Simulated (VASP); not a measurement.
# Mg3Co (Fm-3m) in VASP: notebook

Mg3Co is run at these levels: PBE; tasks: single point.

Everything below comes from runs of VASP 6.6.1. Logs are shortened: lines on timing, memory, paths and dates and some standing lists are left out, and cuts for length are marked.

## (1) The cell of the first run

Symmetry: Fm-3m, No. 225, cubic system. The conventional cell has a = 6.508 Å, b = 6.508 Å, c = 6.508 Å, α = 90.00°, β = 90.00°, γ = 90.00°. Co (site symmetry m-3m) has 14 Mg at 2.82 to 3.25 Å within 3.7 Å. Within 3.7 Å of Mg (site symmetry -43m) lie 4 Co at 2.82 Å and 10 Mg at 2.82 to 3.25 Å. Mg (site symmetry m-3m) has 8 Mg at 2.82 Å and 6 Co at 3.25 Å within 3.7 Å.

## (2) Single point, PBE, collinear spin, ferromagnetic start

INCAR reads:

```
PREC = Accurate
ENCUT = 520
EDIFF = 1E-6
ISMEAR = -1
SIGMA = 0.05
LREAL = F
LASPH = T
NELM = 150
ALGO = Fast
ISIF = 2
LWAVE = F
LCHARG = F
ISPIN = 2
MAGMOM = 2 0 0 0
LORBIT = 11
LMAXMIX = 4
GGA = PE
NBANDS = 20
```

KPOINTS reads:

```
Automatic mesh
0
Gamma
  7 7 7
```

POSCAR reads:

```
Mg3Co
1.0
    0.0000000000      3.2541780000      3.2541780000
    3.2541780000      0.0000000000      3.2541780000
    3.2541780000      3.2541780000      0.0000000000
Co Mg
1 3
Direct
    0.0000000000      0.0000000000      0.0000000000
    0.7500000000      0.7500000000      0.7500000000
    0.5000000000      0.5000000000      0.5000000000
    0.2500000000      0.2500000000      0.2500000000
```

Potentials or basis: VASP PAW PBE potentials, release 64 (Co, Mg).

Launch:

```console
> cat potpaw_PBE.64/Co/POTCAR potpaw_PBE.64/Mg/POTCAR > POTCAR
> mpirun -np 1 vasp_std > vasp.out
```

OUTCAR:

```text
PREC = Accurate
   ENCUT = 520
   EDIFF = 1E-6
   ISMEAR = -1
   LREAL = F
   LASPH = T
   NELM = 150
   ISIF = 2
   ISPIN = 2
   LORBIT = 11
   GGA = PE

 ion  position               nearest neighbor table
   1  0.000  0.000  0.000-   2 2.82   2 2.82   2 2.82   2 2.82   4 2.82   4 2.82   4 2.82   4 2.82
                             3 3.25   3 3.25   3 3.25   3 3.25   3 3.25   3 3.25
   2  0.750  0.750  0.750-   3 2.82   3 2.82   3 2.82   1 2.82   3 2.82   1 2.82   1 2.82   1 2.82
                             4 3.25   4 3.25   4 3.25   4 3.25   4 3.25   4 3.25
   3  0.500  0.500  0.500-   4 2.82   4 2.82   4 2.82   2 2.82   4 2.82   2 2.82   2 2.82   2 2.82
                             1 3.25   1 3.25   1 3.25   1 3.25   1 3.25   1 3.25
   4  0.250  0.250  0.250-   1 2.82   1 2.82   1 2.82   1 2.82   3 2.82   3 2.82   3 2.82   3 2.82
                             2 3.25   2 3.25   2 3.25   2 3.25   2 3.25   2 3.25

  LATTYP: Found a face centered cubic cell.
 ALAT       =     6.5083560000

  Lattice vectors:

 A1 = (   0.0000000000,   3.2541780000,   3.2541780000)
 A2 = (   3.2541780000,   0.0000000000,   3.2541780000)
 A3 = (   3.2541780000,   3.2541780000,   0.0000000000)

Analysis of symmetry for initial positions (statically):
=====================================================================
 Subroutine PRICEL returns:
 Original cell was already a primitive cell.

 Routine SETGRP: Setting up the symmetry group for a
 face centered cubic supercell.

 Subroutine GETGRP returns: Found 48 space group operations
 (whereof 48 operations were pure point group operations)
 out of a pool of 48 trial point group operations.

The static configuration has the point symmetry O_h .

Analysis of symmetry for dynamics (positions and initial velocities):
=====================================================================
 Subroutine PRICEL returns:
 Original cell was already a primitive cell.

 Routine SETGRP: Setting up the symmetry group for a
 face centered cubic supercell.

 Subroutine GETGRP returns: Found 48 space group operations
 (whereof 48 operations were pure point group operations)
 out of a pool of 48 trial point group operations.

The dynamic configuration has the point symmetry O_h .

Analysis of structural, dynamic, and magnetic symmetry:
=====================================================================
 Subroutine PRICEL returns:
 Original cell was already a primitive cell.

 Routine SETGRP: Setting up the symmetry group for a
 face centered cubic supercell.

 Subroutine GETGRP returns: Found 48 space group operations
 (whereof 48 operations were pure point group operations)
 out of a pool of 48 trial point group operations.

The overall configuration has the point symmetry O_h .

 Subroutine INISYM returns: Found 48 space group operations
 (whereof 48 operations are pure point group operations),
 and found     1 'primitive' translations

----------------------------------------------------------------------------------------

                                     Primitive cell

  volume of cell :      68.9214

  direct lattice vectors                    reciprocal lattice vectors
     0.000000000  3.254178000  3.254178000    -0.153648633  0.153648633  0.153648633
     3.254178000  0.000000000  3.254178000     0.153648633 -0.153648633  0.153648633
     3.254178000  3.254178000  0.000000000     0.153648633  0.153648633 -0.153648633

  length of vectors
     4.602102662  4.602102662  4.602102662     0.266127238  0.266127238  0.266127238

  position of ions in fractional coordinates (direct lattice)
     0.000000000  0.000000000  0.000000000
     0.750000000  0.750000000  0.750000000
     0.500000000  0.500000000  0.500000000
     0.250000000  0.250000000  0.250000000

  ion indices of the primitive-cell ions
   primitive index   ion index
                 1           1
                 2           2
                 3           3
                 4           4

----------------------------------------------------------------------------------------

 KPOINTS: Automatic mesh

[... 25 lines left out ...]
  0.142857  0.000000  0.000000      8.000000
  0.285714  0.000000  0.000000      8.000000
  0.428571  0.000000  0.000000      8.000000
  0.142857  0.142857  0.000000      6.000000
  0.285714  0.142857  0.000000     24.000000
[... 12 lines left out ...]
 -0.428571  0.428571  0.142857     24.000000
 -0.285714  0.428571  0.142857     24.000000
   k-points           NKPTS =     20   k-points in BZ     NKDIM =     20   number of bands    NBANDS=     20
   number of dos      NEDOS =    301   number of ions     NIONS =      4
   total plane-waves  NPLWV =  46656
   dimension x,y,z NGX =    36 NGY =   36 NGZ =   36
   dimension x,y,z NGXF=    72 NGYF=   72 NGZF=   72
   ions per type =               1   3
   NGX,Y,Z   is equivalent  to a cutoff of  13.00, 13.00, 13.00 a.u.
   NGXF,Y,Z  is equivalent  to a cutoff of  26.01, 26.01, 26.01 a.u.
[... 19 lines left out ...]
   TEBEG  =    0.0;   TEEND  =   0.0 temperature during run
   PSTRESS=    0.0 pullay stress
   NELECT =      15.0000    total number of electrons
   NUPDOWN=      -1.0000    fix difference up-down
   EMIN   =  10.00;   EMAX   =-10.00  energy-range for DOS
   EFERMI =   0.00;   METHOD = LEGACY
   ISMEAR =    -1;   SIGMA  =   0.05  broadening in eV -4-tet -1-fermi 0-gaus
   EFERMI_NEDOS =   21; number of points for ismear=-14 and -15
   IALGO  =     68    algorithm
   IMIX   =      4    mixing-type and parameters
     AMIX     =   0.40;   BMIX     =  1.00
     AMIX_MAG =   1.60;   BMIX_MAG =  1.00
  volume/ion in A,a.u.               =      17.23       116.28
  Fermi-wavevector in a.u.,A,eV,Ry     =   0.984738  1.860885 13.193686  0.969709
  Thomas-Fermi vector in A             =   2.115993
   LORBIT       =     11    0 simple, 1 ext, 2 COOP (PROOUT), +10 PAW based schemes
   GGA     = PE    functional components
   LHFCALC =     F    Hartree Fock is set to
   AEXX    =    0.0000 exact exchange contribution
   IVDW    =     0    specifies the selected vdW correction
   LEPSILON=     F    determine dielectric tensor
   LRPA    =     F    only Hartree local field effects (RPA)
 spin polarized calculation
 RMM-DIIS sequential band-by-band and
  energy-cutoff  :      520.00
  volume of cell :       68.92
 maximum number of plane-waves:      1874
 NGX is ok and might be reduce to    36
   NGX = 17   NGY = 17   NGZ = 17

 number of electron      15.0000002 magnetization       0.5020006

 Free energy of the ion-electron system (eV)
  ---------------------------------------------------
  ext. energy  EPLUGINS =         0.00000000
  ---------------------------------------------------
  free energy    TOTEN  =       -10.90495820 eV

  energy without entropy =      -10.88349099  energy(sigma->0) =      -10.89422460

 E-fermi :   4.1619     XC(G=0):  -9.7645

 val. band max:        4.1560551842   @ k =  -0.4286   0.2857   0.0000
 cond. band min:       4.1687444394   @ k =   0.2857   0.1429   0.0000
 fundamental gap:      0.0126892553
 Fermi energy:         4.1618757596

 spin component 1

 k-point     1 :       0.0000    0.0000    0.0000
  band No.  band energies     occupation
      1      -3.2802      1.00000
      2       2.7910      1.00000
      3       2.7910      1.00000
      4       2.7910      1.00000
      5       3.1002      1.00000
      6       3.1002      1.00000
[... 416 lines left out ...]
      5       3.1227      1.00000
      6       3.2757      1.00000
[... 11 lines left out ...]
     18      15.2462      0.00000
     19      16.8338      0.00000
 Fermi energy:         4.1618757596

 spin component 2

 k-point     1 :       0.0000    0.0000    0.0000
  band No.  band energies     occupation
      1      -3.2916      1.00000
      2       3.1341      1.00000
      3       3.1341      1.00000
      4       3.1341      1.00000
      5       3.6455      0.99997
      6       3.6455      0.99997
[... 416 lines left out ...]
      5       3.5687      0.99999
      6       3.7015      0.99990
[... 11 lines left out ...]
     18      15.2204      0.00000
     19      16.8161      0.00000
 [bands above 19 left out]

------------------------ aborting loop because EDIFF is reached ----------------------------------------

  FORCE on cell =-STRESS in cart. coord.  units (eV):
  Direction    XX          YY          ZZ          XY          YZ          ZX
  --------------------------------------------------------------------------------------
  -------------------------------------------------------------------------------------
  Total        0.1084913      0.1084913      0.1084913     -0.0000000      0.0000000      0.0000000
  in kB        2.5220380      2.5220380      2.5220380     -0.0000000      0.0000000      0.0000000
  external PRESSURE =       2.5220380 kB  Pullay stress =       0.0000000 kB

 VOLUME and BASIS-vectors are now :
 -----------------------------------------------------------------------------
  energy-cutoff  :      520.00
  volume of cell :       68.92
      direct lattice vectors                 reciprocal lattice vectors
     0.000000000  3.254178000  3.254178000    -0.153648633  0.153648633  0.153648633
     3.254178000  0.000000000  3.254178000     0.153648633 -0.153648633  0.153648633
     3.254178000  3.254178000  0.000000000     0.153648633  0.153648633 -0.153648633

 POSITION                                       TOTAL-FORCE (eV/Angst)
 -----------------------------------------------------------------------------------
      0.00000      0.00000      0.00000         0.000000     -0.000000     -0.000000
      4.88127      4.88127      4.88127         0.000000      0.000000      0.000000
      3.25418      3.25418      3.25418        -0.000000     -0.000000     -0.000000
      1.62709      1.62709      1.62709        -0.000000     -0.000000     -0.000000
 -----------------------------------------------------------------------------------
    total drift:                               -0.000000      0.000000      0.000000

  FREE ENERGIE OF THE ION-ELECTRON SYSTEM (eV)
  ---------------------------------------------------
  free  energy   TOTEN  =       -10.9049581987 eV

  energy  without entropy=      -10.8834909932  energy(sigma->0) =      -10.89422460

 total charge

# of ion       s       p       d       tot
------------------------------------------
    1        0.403   0.236   7.371   8.011
    2        0.210   0.162   0.022   0.394
    3        0.212   0.163   0.019   0.394
    4        0.210   0.162   0.022   0.394
--------------------------------------------------
tot          1.035   0.723   7.435   9.193

 magnetization (x)

# of ion       s       p       d       tot
------------------------------------------
    1        0.005   0.012   0.544   0.562
    2       -0.003  -0.002  -0.001  -0.006
    3       -0.001  -0.003  -0.001  -0.005
    4       -0.003  -0.002  -0.001  -0.006
--------------------------------------------------
tot         -0.002   0.004   0.542   0.544
```

Wall time 46 s (1 thread of Intel Xeon Platinum 8488C (Sapphire Rapids), shared host); peak memory 0.26 GiB.

What came out:

- Free energy: -10.9050 eV
- Pressure: 0.3 GPa
- Net moment: 0.50 μB per cell
- Site moments: Co +0.56; Mg -0.01 μB
- Valence electrons inside the program's atomic spheres: Co 8.01; Mg 0.39

Levels at points of the mesh, in eV from the Fermi level:
Spin up:
```tsv
k point	band 3	band 4	band 5	band 6	band 7	band 8	band 9	band 10	band 11	band 12
(0.00, 0.00, 0.00)	-1.37	-1.37	-1.06	-1.06	2.20	2.20	2.20	3.64	3.64	3.64
```
Spin down:
```tsv
k point	band 5	band 6	band 7	band 8	band 9	band 10
(0.00, 0.00, 0.00)	-0.52	-0.52	2.20	2.20	2.20	3.73
```

## (3) Single point, PBE, collinear spin, ferromagnetic start

INCAR reads:

```
SYSTEM = Mg3Co
PREC     = Accurate       ! precision mode
ENCUT    = 520            ! plane-wave cutoff, eV
EDIFF    = 1E-6           ! SCF threshold, eV
ISMEAR   = -1             ! smearing method
SIGMA    = 0.05           ! smearing width, eV
LREAL    = .False.        ! projectors in reciprocal space
LASPH    = .True.         ! aspherical terms in the spheres
NELM     = 150            ! most SCF steps
ALGO     = Normal         ! electronic algorithm
ISIF     = 2              ! what is computed and relaxed
LWAVE    = .False.        ! write WAVECAR
LCHARG   = .False.        ! write CHGCAR
ISPIN    = 2              ! spin polarisation
MAGMOM   = 2 0 0 0        ! initial moments
LORBIT   = 11             ! projections on sites
LMAXMIX  = 4              ! l up to which the mixer works
GGA      = PE             ! functional
NBANDS   = 20             ! bands
```

KPOINTS reads:

```
Automatic mesh
0
Gamma
  7 7 7
  0 0 0
```

POSCAR is that of step 2.

Potentials or basis: VASP PAW PBE potentials, release 64 (Co, Mg).

Launch:

```console
> cat potpaw_PBE.64/Co/POTCAR potpaw_PBE.64/Mg/POTCAR > POTCAR
> mpirun -np 1 vasp_std > vasp.out
```

Wall time 50 s (1 thread of Intel Xeon Platinum 8488C (Sapphire Rapids), shared host); peak memory 0.25 GiB.

The run converged. Its results:

| Item | Value |
| --- | --- |
| Free energy | -10.9050 eV |
| Pressure | 0.3 GPa |
| Net moment | 0.50 μB per cell |
| Site moments | Co +0.56; Mg -0.01 μB |
| Valence electrons inside the program's atomic spheres | Co 8.01; Mg 0.39 |

Levels at points of the mesh, in eV from the Fermi level:
Spin up:
| k point | band 3 | band 4 | band 5 | band 6 | band 7 | band 8 | band 9 | band 10 | band 11 | band 12 |
| --- | --- | --- | --- | --- | --- | --- | --- | --- | --- | --- |
| (0.00, 0.00, 0.00) | -1.37 | -1.37 | -1.06 | -1.06 | 2.20 | 2.20 | 2.20 | 3.64 | 3.64 | 3.64 |
Spin down:
```csv
k point,band 4,band 5,band 6,band 7,band 8,band 9,band 10,band 11
"(0.00, 0.00, 0.00)",-1.03,-0.52,-0.52,2.20,2.20,2.20,3.73,3.73
```

## (4) Single point, PBE, collinear spin, ferromagnetic start

This run uses another cell than the first one, of 17.57 Å³/atom.

INCAR reads:

```
  PREC = Accurate
  ENCUT = 520
  EDIFF = 1E-6
  ISMEAR = -1
  SIGMA = 0.05
  LREAL = False
  LASPH = True
  NELM = 150
  ALGO = Normal
  ISIF = 2
  LWAVE = False
  LCHARG = True
  ISPIN = 2
  MAGMOM = 2 0 0 0
  LORBIT = 11
  LMAXMIX = 4
  GGA = PE
  LELF = True
  LVHAR = True
  NBANDS = 20
```

KPOINTS reads:

```
regular mesh
0
Gamma
  7 7 7
```

POSCAR reads:

```
Mg3Co
1.0
    0.0000000000      3.2757294758      3.2757294758
    3.2757294758      0.0000000000      3.2757294758
    3.2757294758      3.2757294758      0.0000000000
Co Mg
1 3
Direct
    0.0000000000      0.0000000000      0.0000000000
    0.7500000000      0.7500000000      0.7500000000
    0.5000000000      0.5000000000      0.5000000000
    0.2500000000      0.2500000000      0.2500000000
```

Launch:

```console
> cat potpaw_PBE.64/Co/POTCAR potpaw_PBE.64/Mg/POTCAR > POTCAR
> mpirun -np 1 vasp_std > vasp.out
```

Run time: 61 s. Hardware: 1 thread of Intel Xeon Platinum 8488C (Sapphire Rapids), shared host; peak memory 0.26 GiB.

The run converged. Its results:

* Free energy: -10.9019 eV
* Pressure: -0.8 GPa
* Net moment: 0.53 μB per cell
* Site moments: Co +0.60; Mg -0.01 μB
* Valence electrons inside the program's atomic spheres: Co 7.99; Mg 0.39

Levels at points of the mesh, in eV from the Fermi level:
Spin up:
```tsv
k point	band 4	band 5	band 6	band 7	band 8	band 9	band 10	band 11
(0.00, 0.00, 0.00)	-1.36	-1.07	-1.07	2.18	2.18	2.18	3.57	3.57
```
Spin down:
| k point | band 4 | band 5 | band 6 | band 7 | band 8 | band 9 | band 10 | band 11 |
| --- | --- | --- | --- | --- | --- | --- | --- | --- |
| (0.00, 0.00, 0.00) | -1.00 | -0.48 | -0.48 | 2.18 | 2.18 | 2.18 | 3.67 | 3.67 |

## (5) Single point, PBE, collinear spin, ferromagnetic start

This run uses another cell than the first one, of 17.92 Å³/atom.

INCAR reads:

```
ALGO = Normal ; EDIFF = 1E-6
ENCUT = 520 ; GGA = PE
ISIF = 2 ; ISMEAR = -1
ISPIN = 2 ; LASPH = T
LCHARG = F ; LMAXMIX = 4
LORBIT = 11 ; LREAL = F
LWAVE = F ; MAGMOM = 2 0 0 0
NBANDS = 20 ; NELM = 150
PREC = Accurate ; SIGMA = 0.05
```

KPOINTS reads:

```
k-points
0
Gamma
  7 7 7
```

POSCAR reads:

```
Mg3Co
1.0
    0.0000000000      3.2970010424      3.2970010424
    3.2970010424      0.0000000000      3.2970010424
    3.2970010424      3.2970010424      0.0000000000
Co Mg
1 3
Direct
    0.0000000000      0.0000000000      0.0000000000
    0.7500000000      0.7500000000      0.7500000000
    0.5000000000      0.5000000000      0.5000000000
    0.2500000000      0.2500000000      0.2500000000
```

Launch:

```console
> cat potpaw_PBE.64/Co/POTCAR potpaw_PBE.64/Mg/POTCAR > POTCAR
> mpirun -np 1 vasp_std > vasp.out
```

Run time: 60 s. Hardware: 1 thread of Intel Xeon Platinum 8488C (Sapphire Rapids), shared host; peak memory 0.26 GiB.

Results (log left out):

```yaml
Free_energy: -10.8895 eV
Pressure: -2.0 GPa
Net_moment: 0.56 μB per cell
Site_moments: Co +0.64; Mg -0.01 μB
Valence_electrons_inside_the_program's_atomic_spheres: Co 7.97; Mg 0.38
```

Levels at points of the mesh, in eV from the Fermi level:
Spin up:
| k point | band 3 | band 4 | band 5 | band 6 | band 7 | band 8 | band 9 | band 10 | band 11 | band 12 |
| --- | --- | --- | --- | --- | --- | --- | --- | --- | --- | --- |
| (0.00, 0.00, 0.00) | -1.36 | -1.36 | -1.08 | -1.08 | 2.17 | 2.17 | 2.17 | 3.51 | 3.51 | 3.51 |
Spin down:
| k point | band 3 | band 4 | band 5 | band 6 | band 7 | band 8 | band 9 | band 10 | band 11 | band 12 |
| --- | --- | --- | --- | --- | --- | --- | --- | --- | --- | --- |
| (0.00, 0.00, 0.00) | -0.97 | -0.97 | -0.45 | -0.45 | 2.16 | 2.16 | 2.16 | 3.60 | 3.60 | 3.60 |

## (6) Single point, PBE, collinear spin, ferromagnetic start

This run uses another cell than the first one, of 18.26 Å³/atom.

INCAR reads:

```
SYSTEM = Mg3Co
PREC = Accurate ; ENCUT = 520
EDIFF = 1E-7 ; ISMEAR = -1
SIGMA = 0.05 ; LREAL = .FALSE.
LASPH = .TRUE. ; NELM = 150
ALGO = Normal ; ISIF = 2
LWAVE = .FALSE. ; LCHARG = .FALSE.
ISPIN = 2 ; MAGMOM = 2 0 0 0
LORBIT = 11 ; LMAXMIX = 4
GGA = PE ; NBANDS = 20
```

KPOINTS reads:

```
Automatic mesh
0
G
  7 7 7
  0 0 0
```

POSCAR reads:

```
Mg3Co
1.0
    0.0000000000      3.3180016152      3.3180016152
    3.3180016152      0.0000000000      3.3180016152
    3.3180016152      3.3180016152      0.0000000000
Co Mg
1 3
Direct
    0.0000000000      0.0000000000      0.0000000000
    0.7500000000      0.7500000000      0.7500000000
    0.5000000000      0.5000000000      0.5000000000
    0.2500000000      0.2500000000      0.2500000000
```

Potentials or basis: VASP PAW PBE potentials, release 64 (Co, Mg).

Launch:

```console
> cat potpaw_PBE.64/Co/POTCAR potpaw_PBE.64/Mg/POTCAR > POTCAR
> mpirun -np 1 vasp_std > vasp.out
```

Run time: 72 s. Hardware: 1 thread of Intel Xeon Platinum 8488C (Sapphire Rapids), shared host; peak memory 0.26 GiB.

The run converged. Its results:

* Free energy: -10.8688 eV
* Pressure: -2.8 GPa
* Net moment: 0.61 μB per cell
* Site moments: Co +0.70; Mg -0.01 μB
* Valence electrons inside the program's atomic spheres: Co 7.96; Mg 0.37, 0.38 (each value once)

Levels at points of the mesh, in eV from the Fermi level:
Spin up:
```csv
k point,band 3,band 4,band 5,band 6,band 7,band 8,band 9,band 10,band 11,band 12
"(0.00, 0.00, 0.00)",-1.36,-1.36,-1.11,-1.11,2.15,2.15,2.15,3.45,3.45,3.45
```
Spin down:
| k point | band 3 | band 4 | band 5 | band 6 | band 7 | band 8 | band 9 | band 10 | band 11 | band 12 |
| --- | --- | --- | --- | --- | --- | --- | --- | --- | --- | --- |
| (0.00, 0.00, 0.00) | -0.94 | -0.94 | -0.41 | -0.41 | 2.14 | 2.14 | 2.14 | 3.55 | 3.55 | 3.55 |

## (7) The runs side by side

```tsv
cell	gap on the mesh (eV)	pressure (GPa)	moment (μB)
a = 4.602 Å, angles 60.0°, 4 atoms	none	0.3	0.50
a = 4.633 Å, angles 60.0°, 4 atoms	none	-0.8	0.53
a = 4.663 Å, angles 60.0°, 4 atoms	none	-2.0	0.56
a = 4.692 Å, angles 60.0°, 4 atoms	none	-2.8	0.61
```

Alike in all rows: task single point; level PBE; potentials or basis VASP PAW PBE potentials, release 64 (Co, Mg); spin collinear, ferromagnetic start; k mesh 7 × 7 × 7; cutoff (eV) 520; smearing fermi-dirac 0.05 eV.

Absolute energies hang on the potentials; compare differences alone.

The gap in the log of VASP goes by the Fermi energy; the results here count the filled bands.